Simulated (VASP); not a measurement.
# Mg6F in VASP: notebook

Mg6F is run at these levels: PBE; tasks: single point.

All numbers are computed with VASP 6.6.1; they aren't measurements. Logs are shortened: lines on timing, memory, paths and dates and some standing lists are left out, and cuts for length are marked.

## (1) The cell of the first run

The cell holds a slab with vacuum, 7 atoms: a = 3.203 Å, b = 7.978 Å, c = 20.985 Å, α = 90.00°, β = 90.00°, γ = 101.58°.

## (2) Single point, PBE

INCAR

```
PREC     = Accurate       # precision mode
ENCUT    = 520            # plane-wave cutoff, eV
EDIFF    = 1E-6           # SCF threshold, eV
ISMEAR   = 0              # smearing method
SIGMA    = 0.1            # smearing width, eV
LREAL    = False          # projectors in reciprocal space
LASPH    = True           # aspherical terms in the spheres
NELM     = 100            # most SCF steps
ALGO     = Normal         # electronic algorithm
ISIF     = 2              # what is computed and relaxed
LWAVE    = False          # write WAVECAR
LCHARG   = False          # write CHGCAR
LDIPOL   = True         
IDIPOL   = 3            
DIPOL    = 0.5 0.5 0.300
GGA      = PE             # functional
NBANDS   = 18             # bands
```

KPOINTS

```
Automatic mesh
0
Gamma
  9 4 1
```

POSCAR

```
Mg6F
1.0
    3.2034417932      0.0000000000      0.0000000000
   -1.6017208966      7.8153198520      0.0000000000
    0.0000000000      0.0000000000     20.9851131634
Mg F
6 1
Direct
    0.8493879956      0.6987759913      0.1906113143
    0.5210014932      0.0420029864      0.2197581863
    0.1926149907      0.3852299814      0.2489050583
    0.3710660944      0.7414803149      0.3283003664
    0.0426232582      0.0834482649      0.3542380799
    0.7128162912      0.4251093731      0.3805132287
    0.7128162912      0.8001093731      0.3781305872
```

Potentials or basis: VASP PAW PBE potentials, release 64 (Mg, F).

Launch:

```bash
cat potpaw_PBE.64/Mg/POTCAR potpaw_PBE.64/F/POTCAR > POTCAR
mpirun -np 1 vasp_std > vasp.out
```

OUTCAR:

```text
PREC = Accurate
   ENCUT = 520
   EDIFF = 1E-6
   ISMEAR = 0
   LREAL = False
   LASPH = True
   NELM = 100
   ISIF = 2
   GGA = PE

 ion  position               nearest neighbor table
   1  0.849  0.699  0.191-   3 3.17   3 3.17   2 3.18   2 3.18   4 3.32   4 3.32
   2  0.521  0.042  0.220-   3 3.18   3 3.18   1 3.18   1 3.18   5 3.26   5 3.26   4 3.27
   3  0.193  0.385  0.249-   1 3.17   1 3.17   2 3.18   2 3.18   6 3.21   6 3.21   5 3.23   4 3.24

   4  0.371  0.741  0.328-   7 1.52   7 2.48   6 3.14   6 3.14   5 3.16   5 3.16   3 3.24   2 3.27
                             1 3.32   1 3.32
   5  0.043  0.083  0.354-   7 2.35   6 3.16   4 3.16   6 3.16   4 3.16   3 3.23   2 3.26   2 3.26

   6  0.713  0.425  0.381-   4 3.14   4 3.14   5 3.16   5 3.16   3 3.21   3 3.21
   7  0.713  0.800  0.378-   4 1.52   5 2.35   4 2.48

  LATTYP: Found a base centered orthorhombic cell.
 ALAT       =     3.2034417932
 B/A-ratio  =     4.8793268968
 C/A-ratio  =     6.5508020804

  Lattice vectors:

 A1 = (   1.6017208966,  -7.8153198520,   0.0000000000)
 A2 = (   1.6017208966,   7.8153198520,   0.0000000000)
 A3 = (   0.0000000000,   0.0000000000,  20.9851131634)

Analysis of symmetry for initial positions (statically):
=====================================================================
 Subroutine PRICEL returns:
 Original cell was already a primitive cell.

 Routine SETGRP: Setting up the symmetry group for a
 base centered orthorhombic supercell.

 Subroutine GETGRP returns: Found  1 space group operations
 (whereof  1 operations were pure point group operations)
 out of a pool of  8 trial point group operations.

The static configuration has the point symmetry C_1 .

Analysis of symmetry for dynamics (positions and initial velocities):
=====================================================================
 Subroutine PRICEL returns:
 Original cell was already a primitive cell.

 Routine SETGRP: Setting up the symmetry group for a
 base centered orthorhombic supercell.

 Subroutine GETGRP returns: Found  1 space group operations
 (whereof  1 operations were pure point group operations)
 out of a pool of  8 trial point group operations.

The dynamic configuration has the point symmetry C_1 .

 Subroutine INISYM returns: Found  1 space group operations
 (whereof  1 operations are pure point group operations),
 and found     1 'primitive' translations

----------------------------------------------------------------------------------------

                                     Primitive cell

  volume of cell :     525.3817

  direct lattice vectors                    reciprocal lattice vectors
     3.203441793  0.000000000  0.000000000     0.312164249  0.063976908  0.000000000
    -1.601720897  7.815319852  0.000000000     0.000000000  0.127953816  0.000000000
     0.000000000  0.000000000 20.985113163     0.000000000  0.000000000  0.047652829

  length of vectors
     3.203441793  7.977764989 20.985113163     0.318652731  0.127953816  0.047652829

  position of ions in fractional coordinates (direct lattice)
     0.849387996  0.698775991  0.190611314
     0.521001493  0.042002986  0.219758186
     0.192614991  0.385229981  0.248905058
     0.371066094  0.741480315  0.328300366
     0.042623258  0.083448265  0.354238080
     0.712816291  0.425109373  0.380513229
     0.712816291  0.800109373  0.378130587

  ion indices of the primitive-cell ions
   primitive index   ion index
                 1           1
                 2           2
                 3           3
                 4           4
                 5           5
                 6           6
                 7           7

----------------------------------------------------------------------------------------

 KPOINTS: Automatic mesh

Automatic generation of k-mesh.
 Grid dimensions read from file:
 generate k-points for:    9    4    1

 Generating k-lattice:

  Cartesian coordinates                     Fractional coordinates (reciprocal lattice)
     0.034684917  0.007108545  0.000000000     0.111111111 -0.000000000  0.000000000
[... 22 lines left out ...]
|        whereas your k-lattice is simple monoclinic.                         |
|                                                                             |
|     Results are often still useful ...                                      |
|                                                                             |
 -----------------------------------------------------------------------------

 WARNING: IBZKPT: internal override: KBLOWUP is changed to .FALSE.
      ... skipping the blow-up phase ...

 Subroutine IBZKPT returns following result:
 ===========================================

 Found     19 irreducible k-points:

 Following reciprocal coordinates:
            Coordinates               Weight
  0.000000  0.000000  0.000000      1.000000
  0.111111 -0.000000  0.000000      2.000000
  0.222222 -0.000000  0.000000      2.000000
  0.333333 -0.000000  0.000000      2.000000
  0.444444 -0.000000  0.000000      2.000000
  0.000000  0.250000  0.000000      2.000000
[... 11 lines left out ...]
  0.333333  0.500000  0.000000      2.000000
  0.444444  0.500000  0.000000      2.000000
   k-points           NKPTS =     19   k-points in BZ     NKDIM =     19   number of bands    NBANDS=     18
   number of dos      NEDOS =    301   number of ions     NIONS =      7
   total plane-waves  NPLWV = 230400
   dimension x,y,z NGX =    24 NGY =   60 NGZ =  160
   dimension x,y,z NGXF=    48 NGYF=  120 NGZF=  320
   ions per type =               6   1
   NGX,Y,Z   is equivalent  to a cutoff of  12.46, 12.50, 12.68 a.u.
   NGXF,Y,Z  is equivalent  to a cutoff of  24.91, 25.01, 25.35 a.u.
 SYSTEM =  unknown system
   PREC   = accura    normal or accurate (medium, high low for compatibility)
   ISTART =      0    job   : 0-new  1-cont  2-samecut
   ICHARG =      2    charge: 1-file 2-atom 10-const
   ISPIN  =      1    spin polarized calculation?
   LNONCOLLINEAR =      F non collinear calculations
   LSORBIT =      F    spin-orbit coupling
   LASPH  =      T    aspherical Exc in radial PAW
   ENCUT  =  520.0 eV  38.22 Ry    6.18 a.u.   5.96 14.83 39.02*2*pi/ulx,y,z
   NELM   =    100;   NELMIN=  2; NELMDL= -5     # of ELM steps
   EDIFF  = 0.1E-05   stopping-criterion for ELM
   LREAL  =      F    real-space projection
   EDIFFG = 0.1E-04   stopping-criterion for IOM
   NSW    =      0    number of steps for IOM
   IBRION =     -1    ionic relax: 0-MD 1-quasi-New 2-CG
   NFREE  =      0    steps in history (QN), initial steepest desc. (CG)
   ISIF   =      2    stress and relaxation
   ISYM   =      2    0-nonsym 1-usesym 2-fastsym
   POTIM  = 0.5000    time-step for ionic-motion
   TEBEG  =    0.0;   TEEND  =   0.0 temperature during run
   PSTRESS=    0.0 pullay stress
   NELECT =      19.0000    total number of electrons
   NUPDOWN=      -1.0000    fix difference up-down
   EMIN   =  10.00;   EMAX   =-10.00  energy-range for DOS
   EFERMI =   0.00;   METHOD = LEGACY
   ISMEAR =     0;   SIGMA  =   0.10  broadening in eV -4-tet -1-fermi 0-gaus
   EFERMI_NEDOS =   21; number of points for ismear=-14 and -15
   IALGO  =     38    algorithm
   IMIX   =      4    mixing-type and parameters
     AMIX     =   0.40;   BMIX     =  1.00
     AMIX_MAG =   1.60;   BMIX_MAG =  1.00
  volume/ion in A,a.u.               =      75.05       506.49
  Fermi-wavevector in a.u.,A,eV,Ry     =   0.541379  1.023057  3.987742  0.293091
  Thomas-Fermi vector in A             =   1.568933
   LORBIT       =      0    0 simple, 1 ext, 2 COOP (PROOUT), +10 PAW based schemes
   GGA     = PE    functional components
   LHFCALC =     F    Hartree Fock is set to
   AEXX    =    0.0000 exact exchange contribution
   IVDW    =     0    specifies the selected vdW correction
   LEPSILON=     F    determine dielectric tensor
   LRPA    =     F    only Hartree local field effects (RPA)
 non-spin polarized calculation
 Gauss-broadening in eV      SIGMA  =   0.10
  energy-cutoff  :      520.00
  volume of cell :      525.38
 maximum number of plane-waves:     14191
   NGX = 11   NGY = 29   NGZ = 79

 dipolmoment           0.000000      0.000000      0.020675 electrons x Angstroem

 number of electron      18.9999996 magnetization

 dipolmoment           0.000000      0.000000     -0.022900 electrons x Angstroem

 Free energy of the ion-electron system (eV)
  ---------------------------------------------------
  ext. energy  EPLUGINS =         0.00000000
  ---------------------------------------------------
  free energy    TOTEN  =       -11.69139678 eV

  energy without entropy =      -11.67829731  energy(sigma->0) =      -11.68484704

 E-fermi :  -1.7772     XC(G=0):  -3.1780

 val. band max:       -1.8228677197   @ k =   0.2222   0.5000   0.0000
 cond. band min:      -1.7708334039   @ k =   0.0000   0.0000   0.0000
 fundamental gap:      0.0520343158
 Fermi energy:        -1.7771583831

 k-point     1 :       0.0000    0.0000    0.0000
  band No.  band energies     occupation
      1     -27.4541      2.00000
      2      -9.4094      2.00000
      3      -9.0202      2.00000
      4      -8.6323      2.00000
      5      -7.5854      2.00000
      6      -5.8946      2.00000
[... 376 lines left out ...]
      5      -4.6477      2.00000
      6      -3.6715      2.00000
[... 10 lines left out ...]
     17       1.4071      0.00000
     18       1.8553      0.00000

------------------------ aborting loop because EDIFF is reached ----------------------------------------

 vacuum level on the upper side and lower side of the slab       (xc-potential included)        -0.167        -0.006

  FORCE on cell =-STRESS in cart. coord.  units (eV):
  Direction    XX          YY          ZZ          XY          YZ          ZX
  --------------------------------------------------------------------------------------
  -------------------------------------------------------------------------------------
  Total        4.8478887      1.0402220      8.0306709      3.0892634      3.0508531      8.2948183
  in kB       14.7838760      3.1722085     24.4899275      9.4208613      9.3037272     25.2954581
  external PRESSURE =      14.1486707 kB  Pullay stress =       0.0000000 kB

 VOLUME and BASIS-vectors are now :
 -----------------------------------------------------------------------------
  energy-cutoff  :      520.00
  volume of cell :      525.38
      direct lattice vectors                 reciprocal lattice vectors
     3.203441793  0.000000000  0.000000000     0.312164249  0.063976908  0.000000000
    -1.601720897  7.815319852  0.000000000     0.000000000  0.127953816  0.000000000
     0.000000000  0.000000000 20.985113163     0.000000000  0.000000000  0.047652829

 POSITION                                       TOTAL-FORCE (eV/Angst)
 -----------------------------------------------------------------------------------
      1.60172      5.46116      4.00000         0.011862      0.043655      0.136616
      1.60172      0.32827      4.61165        -0.038460     -0.029198      0.060309
      0.00000      3.01070      5.22330        -0.024155      0.196510     -0.131448
      0.00104      5.79491      6.88942        -7.691334     -3.539389     -8.072650
      0.00288      0.65217      7.43373        -0.221180      0.040033     -0.035718
      1.60256      3.32237      7.98511        -0.039232     -0.454387      0.006132
      1.00191      6.25311      7.93511         8.002499      3.742777      8.036759
 -----------------------------------------------------------------------------------
    total drift:                                0.000512     -0.000275     -0.000192

  FREE ENERGIE OF THE ION-ELECTRON SYSTEM (eV)
  ---------------------------------------------------
  free  energy   TOTEN  =       -11.6913967751 eV

  energy  without entropy=      -11.6782973138  energy(sigma->0) =      -11.68484704

 vacuum level on the upper side and lower side of the slab         1.697         1.857
```

Run time: 2.4 min. Hardware: 1 thread of Intel Xeon 6975P-C (Granite Rapids), shared host; peak memory 0.56 GiB.

What came out:

```
Free energy   : -11.6914 eV
Largest force : 11.943 eV/Å
```

Forces in eV/Å, atoms in the order of the input:
```
Mg   0.012  0.044  0.137
Mg  -0.038 -0.029  0.060
Mg  -0.024  0.197 -0.131
Mg  -7.691 -3.539 -8.073
Mg  -0.221  0.040 -0.036
Mg  -0.039 -0.454  0.006
F    8.002  3.743  8.037
```

Levels at points of the mesh, in eV from the Fermi level:
```csv
k point,band 7,band 8,band 9,band 10,band 11,band 12,band 13,band 14
"(0.00, 0.00, 0.00)",-3.41,-2.75,-1.50,-1.15,0.01,0.98,1.22,2.61
"(0.00, 0.50, 0.00)",-3.31,-2.69,-0.68,-0.52,-0.24,0.09,1.67,2.20
```

Caveat: an odd number of electrons without spin polarisation forces a metal; a magnetic or distorted state may lie lower.

## (3) Single point, PBE

INCAR

```
SYSTEM = Mg6F
PREC = Accurate
ENCUT = 520
EDIFF = 1E-6
ISMEAR = 0
SIGMA = 0.1
LREAL = .False.
LASPH = .True.
NELM = 60
ALGO = Normal
ISIF = 2
LWAVE = .False.
LCHARG = .False.
LDIPOL = .True.
IDIPOL = 3
DIPOL = 0.5 0.5 0.307
GGA = PE
NBANDS = 18
```

KPOINTS

```
Automatic mesh
0
Gamma
  9 4 1
  0 0 0
```

POSCAR: that of step 2 with these lines changed.

```diff
@@ -14,2 +14,2 @@
     0.7128162912      0.4251093731      0.3805132287
-    0.7128162912      0.8001093731      0.3781305872
+    0.7128162912      0.8001093731      0.4300721704
```

Potentials or basis: VASP PAW PBE potentials, release 64 (Mg, F).

Launch:

```bash
cat potpaw_PBE.64/Mg/POTCAR potpaw_PBE.64/F/POTCAR > POTCAR
mpirun -np 1 vasp_std > vasp.out
```

Wall time 2.4 min (1 thread of Intel Xeon 6975P-C (Granite Rapids), shared host); peak memory 0.57 GiB.

The run converged. Its results:

| Property | Result |
| --- | --- |
| Free energy | -12.2022 eV |
| Largest force | 2.171 eV/Å |

Forces in eV/Å, atoms in the order of the input:
```
Mg   0.003  0.062  0.225
Mg  -0.012 -0.061  0.150
Mg  -0.008  0.123 -0.117
Mg   0.318  0.326  1.246
Mg  -0.137 -0.495  0.508
Mg  -0.060  0.111  0.156
F   -0.104 -0.065 -2.168
```

Levels at points of the mesh, in eV from the Fermi level:
```
           k point  band 7  band 8  band 9  band 10  band 11  band 12  band 13  band 14
(0.00, 0.00, 0.00)   -2.55   -2.18   -1.66    -1.12     0.11     1.00     1.63     2.94
(0.00, 0.50, 0.00)   -2.37   -2.17   -0.79    -0.52    -0.19     0.06     1.61     2.19
```

Caveat: an odd number of electrons without spin polarisation forces a metal; a magnetic or distorted state may lie lower.
